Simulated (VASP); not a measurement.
# Pd: single point with r2SCAN

The system is Pd.

```xyz
1
Lattice="-1.5956 1.5956 1.5956 1.5956 -1.5956 1.5956 1.5956 1.5956 -1.5956" Properties=species:S:1:pos:R:3 pbc="T T T"
Pd    0.0000    0.0000    0.0000
```

This isn't the form of Pd at room conditions, which is fcc.

```yaml
Program: VASP 6.6.1
Task: single point
Functional: r2SCAN
Potentials_or_basis: VASP PAW PBE potentials, release 64 (Pd)
Cutoff: 520 eV
k_mesh: 16 × 16 × 16
Occupations: fermi-dirac, width 0.05 eV
Spin: collinear spin
Starting_moments: "[0.5] μB"
Dipole_correction: no
Further_INCAR_settings: ALGO = Normal; EDIFF = 1e-06; NBANDS = 15
```

The pressure is -10.8 GPa and the band gap on the k mesh is zero (filled and empty bands overlap). The net moment is 0.00 μB per cell and the valence electrons inside the program's atomic spheres are Pd 9.31.

Levels at points of the mesh, in eV from the Fermi level:
Spin up:
```
           k point  band 3  band 4  band 5  band 6  band 7  band 8
(0.00, 0.00, 0.00)   -2.64   -2.64   -0.92   -0.92   20.05   20.05
(0.50, 0.00, 0.00)   -0.97   -0.72    0.51    1.83    7.54   15.63
(0.50, 0.50, 0.50)    0.17    0.17    0.17    9.40    9.40    9.40
```
Spin down:
```tsv
k point	band 1	band 2	band 3	band 4	band 5	band 6	band 7	band 8	band 9	band 10
(0.00, 0.00, 0.00)	-6.45	-2.64	-2.64	-2.64	-0.92	-0.92	20.05	20.05	20.05	22.95
(0.50, 0.00, 0.00)	-4.72	-3.70	-0.97	-0.72	0.51	1.83	7.54	15.63	17.70	22.89
(0.50, 0.50, 0.50)	-4.66	-4.66	0.17	0.17	0.17	9.40	9.40	9.40	16.88	17.26
```

It took 3 min on 1 thread of AMD EPYC 9R45 96-Core Processor (Zen 5) (shared host), peak memory 0.16 GiB.

Caveat: the cell stands under tension; the PAW data sets were made with another functional, which shifts forces and pressure a little.
